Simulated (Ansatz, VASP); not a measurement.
B in VASP and in Ansatz

```
B
1.0
     1.66109    0.00000    0.00000
    -0.83055    1.43855    0.00000
     0.00000    0.00000   15.10777
B
4
Cartesian
  0.0000 0.0000 0.0000
  0.0000 0.0000 7.5539
  0.0000 0.9590 3.7769
  0.8305 0.4795 11.3308
```

Alike in both runs: task single point; functional r2SCAN; k mesh 23 × 23 × 3; occupations fermi-dirac, width 0.1 eV; no spin polarisation.

|  | VASP | Ansatz |
| --- | --- | --- |
| version | VASP 6.6.1 | Ansatz 0.2.0 |
| potentials or method | VASP PAW PBE potentials, release 64 (B), cutoff 520 eV | plane waves (500 eV) with PAW, scalar-relativistic |
| valence electrons in the cell | 12 | 12 |

```csv
,VASP,Ansatz,Ansatz less VASP
pressure (GPa),15.8,15.6,-0.13
"traceless stress, the component that is largest in VASP (GPa)",-17.12,-16.83,+0.289
```

VASP's potentials were made for PBE, not for r2SCAN. The functional is the same, so the differences come from potentials, cutoffs and numerics.
